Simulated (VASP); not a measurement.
# Rh in VASP: single point with PBE+D3(BJ)

Aim: the single point of Rh with PBE+D3(BJ).

Program: VASP 6.6.1. These are calculated values, not measurements. Logs are shortened: lines on timing, memory, paths and dates and some standing lists are left out, and cuts for length are marked.

### 1 The cell of the first run

The cell holds a slab with vacuum, 16 atoms: a = 5.365 Å, b = 5.365 Å, c = 23.571 Å, α = 90.00°, β = 90.00°, γ = 120.00°.

### 2 Single point, PBE+D3(BJ)

INCAR reads:

```
SYSTEM = Rh
PREC = Accurate
ENCUT = 520
EDIFF = 1E-6
ISMEAR = 0
SIGMA = 0.1
LREAL = Auto
LASPH = .TRUE.
NELM = 80
ALGO = Normal
ISIF = 2
LWAVE = .FALSE.
LCHARG = .FALSE.
LDIPOL = .TRUE.
IDIPOL = 3
DIPOL = 0.5 0.5 0.499
GGA = PE
IVDW = 12
NBANDS = 134
```

KPOINTS reads:

```
Automatic mesh
0
G
  6 6 1
  0 0 0
```

POSCAR reads:

```
Rh
1.0
    5.3647950069      0.0000000000      0.0000000000
   -2.6823975034      4.6460487621      0.0000000000
    0.0000000000      0.0000000000     23.5705051707
Rh
16
Direct
    0.3333333333      0.1666666667      0.3606201877
    0.3333333333      0.6666666667      0.3606201877
    0.8333333333      0.1666666667      0.3606201877
    0.8333333333      0.6666666667      0.3606201877
    0.6666666667      0.3333333333      0.4535400626
    0.6666666667      0.8333333333      0.4535400626
    0.1666666667      0.3333333333      0.4535400626
    0.1666666667      0.8333333333      0.4535400626
    0.0000000000      0.5000000000      0.5448517704
    0.0000000000      0.0000000000      0.5448517704
    0.5000000000      0.5000000000      0.5448517704
    0.5000000000      0.0000000000      0.5448517704
    0.3333333333      0.6666666667      0.6370657964
    0.3333333333      0.1666666667      0.6370657964
    0.8333333333      0.6666666667      0.6370657964
    0.8333333333      0.1666666667      0.6370657964
```

Potentials or basis: VASP PAW PBE potentials, release 64 (Rh_pv).

Started as:

```console
> cat potpaw_PBE.64/Rh_pv/POTCAR > POTCAR
> mpirun -np 1 vasp_std > vasp.out
```

OUTCAR:

```text
SYSTEM = Rh
   PREC = Accurate
   ENCUT = 520
   EDIFF = 1E-6
   ISMEAR = 0
   LREAL = Auto
   LASPH = .TRUE.
   NELM = 80
   ISIF = 2
   GGA = PE
   IVDW = 12
 IVDW          = 12

 ion  position               nearest neighbor table
   1  0.333  0.167  0.361-   2 2.68   2 2.68   3 2.68   3 2.68   4 2.68   4 2.68   7 2.68   8 2.68
                             5 2.68
   2  0.333  0.667  0.361-   1 2.68   1 2.68   4 2.68   4 2.68   3 2.68   3 2.68   8 2.68   7 2.68
                             6 2.68
   3  0.833  0.167  0.361-   4 2.68   4 2.68   1 2.68   1 2.68   2 2.68   2 2.68   5 2.68   6 2.68
                             7 2.68
   4  0.833  0.667  0.361-   3 2.68   3 2.68   2 2.68   2 2.68   1 2.68   1 2.68   6 2.68   5 2.68
                             8 2.68
   5  0.667  0.333  0.454-  12 2.65   9 2.65  11 2.65   6 2.68   6 2.68   7 2.68   7 2.68   8 2.68
                             8 2.68   3 2.68   4 2.68   1 2.68
   6  0.667  0.833  0.454-  11 2.65  10 2.65  12 2.65   5 2.68   5 2.68   8 2.68   8 2.68   7 2.68
                             7 2.68   4 2.68   3 2.68   2 2.68
   7  0.167  0.333  0.454-  10 2.65  11 2.65   9 2.65   8 2.68   8 2.68   5 2.68   5 2.68   6 2.68
                             6 2.68   1 2.68   2 2.68   3 2.68
   8  0.167  0.833  0.454-   9 2.65  12 2.65  10 2.65   7 2.68   7 2.68   6 2.68   6 2.68   5 2.68
                             5 2.68   2 2.68   1 2.68   4 2.68
   9  0.000  0.500  0.545-   8 2.65   5 2.65   7 2.65  16 2.67  13 2.67  15 2.67  10 2.68  10 2.68
[... 22 lines left out ...]
 A1 = (   5.3647950069,   0.0000000000,   0.0000000000)
 A2 = (  -2.6823975034,   4.6460487621,   0.0000000000)
 A3 = (   0.0000000000,   0.0000000000,  23.5705051707)

Analysis of symmetry for initial positions (statically):
=====================================================================
 Subroutine PRICEL returns following result:

  LATTYP: Found a hexagonal cell.
 ALAT       =     2.6823975035
 C/A-ratio  =     8.7871037534

  Lattice vectors:

 A1 = (   2.6823975035,   0.0000000000,   0.0000000000)
 A2 = (  -1.3411987517,   2.3230243811,   0.0000000000)
 A3 = (   0.0000000000,   0.0000000000,  23.5705051707)

   4 primitive cells build up your supercell.

 Routine SETGRP: Setting up the symmetry group for a
 hexagonal supercell.

 Subroutine GETGRP returns: Found  6 space group operations
 (whereof  6 operations were pure point group operations)
 out of a pool of 24 trial point group operations.

The static configuration has the point symmetry C_3v.

Analysis of symmetry for dynamics (positions and initial velocities):
=====================================================================
 Subroutine PRICEL returns following result:

  LATTYP: Found a hexagonal cell.
 ALAT       =     2.6823975035
 C/A-ratio  =     8.7871037534

  Lattice vectors:

 A1 = (   2.6823975035,   0.0000000000,   0.0000000000)
 A2 = (  -1.3411987517,   2.3230243811,   0.0000000000)
 A3 = (   0.0000000000,   0.0000000000,  23.5705051707)

   4 primitive cells build up your supercell.

 Routine SETGRP: Setting up the symmetry group for a
 hexagonal supercell.

 Subroutine GETGRP returns: Found  6 space group operations
 (whereof  6 operations were pure point group operations)
 out of a pool of 24 trial point group operations.

The dynamic configuration has the point symmetry C_3v.

 Subroutine INISYM returns: Found  6 space group operations
 (whereof  6 operations are pure point group operations),
 and found     4 'primitive' translations

----------------------------------------------------------------------------------------

                                     Primitive cell

  volume of cell :     146.8743

  direct lattice vectors                    reciprocal lattice vectors
     2.682397503  0.000000000  0.000000000     0.372800824  0.215236656  0.000000000
    -1.341198752  2.323024381  0.000000000     0.000000000  0.430473312  0.000000000
     0.000000000  0.000000000 23.570505171     0.000000000  0.000000000  0.042425904

  length of vectors
     2.682397503  2.682397503 23.570505171     0.430473312  0.430473312  0.042425904

  position of ions in fractional coordinates (direct lattice)
     0.666666667  0.333333333  0.360620188
     0.333333333  0.666666667  0.453540063
     1.000000000  0.000000000  0.544851770
     0.666666667  0.333333333  0.637065796

  ion indices of the primitive-cell ions
   primitive index   ion index
                 1           1
                 2           7
                 3          12
                 4          14

----------------------------------------------------------------------------------------

 KPOINTS: Automatic mesh

Automatic generation of k-mesh.
 Grid dimensions read from file:
 generate k-points for:    6    6    1

 Generating k-lattice:

  Cartesian coordinates                     Fractional coordinates (reciprocal lattice)
     0.031066735  0.017936388  0.000000000     0.166666667  0.000000000  0.000000000
     0.000000000  0.035872776  0.000000000     0.000000000  0.166666667  0.000000000
     0.000000000  0.000000000  0.042425904     0.000000000  0.000000000  1.000000000

  Length of vectors
     0.035872776  0.035872776  0.042425904

  Shift w.r.t. Gamma in fractional coordinates (k-lattice)
     0.000000000  0.000000000  0.000000000

 Subroutine IBZKPT returns following result:
 ===========================================

 Found      7 irreducible k-points:

 Following reciprocal coordinates:
            Coordinates               Weight
  0.000000  0.000000  0.000000      1.000000
  0.166667  0.000000  0.000000      6.000000
  0.333333  0.000000  0.000000      6.000000
  0.500000  0.000000  0.000000      3.000000
  0.166667  0.166667  0.000000      6.000000
  0.333333  0.166667  0.000000     12.000000
  0.333333  0.333333  0.000000      2.000000
   k-points           NKPTS =      7   k-points in BZ     NKDIM =      7   number of bands    NBANDS=    134
   number of dos      NEDOS =    301   number of ions     NIONS =     16
   total plane-waves  NPLWV = 288000
   dimension x,y,z NGX =    40 NGY =   40 NGZ =  180
   dimension x,y,z NGXF=    80 NGYF=   80 NGZF=  360
   ions per type =              16
   NGX,Y,Z   is equivalent  to a cutoff of  12.40, 12.40, 12.70 a.u.
   NGXF,Y,Z  is equivalent  to a cutoff of  24.79, 24.79, 25.39 a.u.
 SYSTEM =  Rh
   PREC   = accura    normal or accurate (medium, high low for compatibility)
   ISTART =      0    job   : 0-new  1-cont  2-samecut
   ICHARG =      2    charge: 1-file 2-atom 10-const
   ISPIN  =      1    spin polarized calculation?
   LNONCOLLINEAR =      F non collinear calculations
   LSORBIT =      F    spin-orbit coupling
   LASPH  =      T    aspherical Exc in radial PAW
   ENCUT  =  520.0 eV  38.22 Ry    6.18 a.u.   9.97  9.97 43.83*2*pi/ulx,y,z
   NELM   =     80;   NELMIN=  2; NELMDL= -5     # of ELM steps
   EDIFF  = 0.1E-05   stopping-criterion for ELM
   LREAL  =      T    real-space projection
   EDIFFG = 0.1E-04   stopping-criterion for IOM
   NSW    =      0    number of steps for IOM
   IBRION =     -1    ionic relax: 0-MD 1-quasi-New 2-CG
   NFREE  =      0    steps in history (QN), initial steepest desc. (CG)
   ISIF   =      2    stress and relaxation
   ISYM   =      2    0-nonsym 1-usesym 2-fastsym
   POTIM  = 0.5000    time-step for ionic-motion
   TEBEG  =    0.0;   TEEND  =   0.0 temperature during run
   PSTRESS=    0.0 pullay stress
   NELECT =     240.0000    total number of electrons
   NUPDOWN=      -1.0000    fix difference up-down
   EMIN   =  10.00;   EMAX   =-10.00  energy-range for DOS
   EFERMI =   0.00;   METHOD = LEGACY
   ISMEAR =     0;   SIGMA  =   0.10  broadening in eV -4-tet -1-fermi 0-gaus
   EFERMI_NEDOS =   21; number of points for ismear=-14 and -15
   IALGO  =     38    algorithm
   IMIX   =      4    mixing-type and parameters
     AMIX     =   0.40;   BMIX     =  1.00
     AMIX_MAG =   1.60;   BMIX_MAG =  1.00
  volume/ion in A,a.u.               =      36.72       247.79
  Fermi-wavevector in a.u.,A,eV,Ry     =   1.214721  2.295490 20.076047  1.475548
  Thomas-Fermi vector in A             =   2.350132
   LORBIT       =      0    0 simple, 1 ext, 2 COOP (PROOUT), +10 PAW based schemes
   GGA     = PE    functional components
   LHFCALC =     F    Hartree Fock is set to
   AEXX    =    0.0000 exact exchange contribution
   IVDW    =    12    specifies the selected vdW correction
   LEPSILON=     F    determine dielectric tensor
   LRPA    =     F    only Hartree local field effects (RPA)
 non-spin polarized calculation
 Gauss-broadening in eV      SIGMA  =   0.10
  energy-cutoff  :      520.00
  volume of cell :      587.50
 maximum number of plane-waves:     15847
 NGX is ok and might be reduce to    40
   NGX = 19   NGY = 19   NGZ = 87

 dipolmoment           0.000000      0.000000      0.000370 electrons x Angstroem

 number of electron     239.9999999 magnetization

 dipolmoment           0.000000      0.000000     -0.000915 electrons x Angstroem

 Free energy of the ion-electron system (eV)
  ---------------------------------------------------
  ext. energy  EPLUGINS =         0.00000000
  ---------------------------------------------------
  free energy    TOTEN  =      -109.83865757 eV

  energy without entropy =     -109.72680646  energy(sigma->0) =     -109.78273201

 E-fermi :   1.2653     XC(G=0):  -6.0265

 val. band max:        1.2564701577   @ k =   0.1667   0.1667   0.0000
 cond. band min:       1.3009529409   @ k =   0.3333   0.0000   0.0000
 fundamental gap:      0.0444827832
 Fermi energy:         1.2652985315

 k-point     1 :       0.0000    0.0000    0.0000
  band No.  band energies     occupation
      1     -45.9359      2.00000
      2     -45.9359      2.00000
      3     -45.9359      2.00000
      4     -45.9062      2.00000
      5     -45.8952      2.00000
      6     -45.8952      2.00000
[... 934 lines left out ...]
    131       1.5126      0.00047
    132       1.5799      0.00001
 [bands above 132 left out]

------------------------ aborting loop because EDIFF is reached ----------------------------------------

 vacuum level on the upper side and lower side of the slab       (xc-potential included)        -0.097        -0.092

 Edisp (eV)   -7.76002

 E8    (eV) :    -3.6119

  FORCE on cell =-STRESS in cart. coord.  units (eV):
  Direction    XX          YY          ZZ          XY          YZ          ZX
  --------------------------------------------------------------------------------------
  -------------------------------------------------------------------------------------
  Total      -7.64678    -7.64678    -1.15262    -0.00000     0.00000    -0.00000
  in kB     -20.85372   -20.85372    -3.14335    -0.00000     0.00000    -0.00000
  external pressure =      -14.95 kB  Pullay stress =        0.00 kB

 VOLUME and BASIS-vectors are now :
 -----------------------------------------------------------------------------
  energy-cutoff  :      520.00
  volume of cell :      587.50
      direct lattice vectors                 reciprocal lattice vectors
     5.364795007  0.000000000  0.000000000     0.186400412  0.107618328  0.000000000
    -2.682397503  4.646048762  0.000000000     0.000000000  0.215236656  0.000000000
     0.000000000  0.000000000 23.570505171     0.000000000  0.000000000  0.042425904

 POSITION                                       TOTAL-FORCE (eV/Angst)
 -----------------------------------------------------------------------------------
      1.34120      0.77434      8.50000        -0.000000     -0.000000      0.126096
     -0.00000      3.09737      8.50000         0.000000     -0.000000      0.126096
      4.02360      0.77434      8.50000         0.000000     -0.000000      0.126096
      2.68240      3.09737      8.50000         0.000000      0.000000      0.126096
      2.68240      1.54868     10.69017        -0.000000      0.000000     -0.139473
      1.34120      3.87171     10.69017         0.000000      0.000000     -0.139473
[... 8 lines left out ...]
      2.68240      3.09737     15.01596        -0.000000     -0.000000      0.007081
      4.02360      0.77434     15.01596         0.000000     -0.000000      0.007081
 -----------------------------------------------------------------------------------
    total drift:                               -0.000000      0.000001     -0.018791

  FREE ENERGIE OF THE ION-ELECTRON SYSTEM (eV)
  ---------------------------------------------------
  free  energy   TOTEN  =      -117.5986820899 eV

  energy  without entropy=     -117.4868309828  energy(sigma->0) =     -117.54275654

 vacuum level on the upper side and lower side of the slab         6.331         6.336
```

Wall time 26 min (1 thread of Intel Xeon Platinum 8488C (Sapphire Rapids), shared host); peak memory 0.76 GiB.

Results:

| Quantity | Value |
| --- | --- |
| Free energy | -117.5987 eV |
| Largest force | 0.139 eV/Å |
| Band gap on the k mesh | zero (bands 120 and 121 overlap by 0.99 eV) |
| Dispersion energy per atom | -0.485 eV |

Forces on the atoms (eV/Å):
```
Rh   0.000  0.000  0.126
Rh   0.000  0.000  0.126
Rh   0.000  0.000  0.126
Rh   0.000  0.000  0.126
Rh   0.000  0.000 -0.139
Rh   0.000  0.000 -0.139
Rh   0.000  0.000 -0.139
Rh   0.000  0.000 -0.139
Rh   0.000  0.000  0.006
Rh   0.000  0.000  0.006
Rh   0.000  0.000  0.006
Rh   0.000  0.000  0.006
Rh   0.000  0.000  0.007
Rh   0.000  0.000  0.007
Rh   0.000  0.000  0.007
Rh   0.000  0.000  0.007
```

The gap in the log of VASP goes by the Fermi energy; the results here count the filled bands.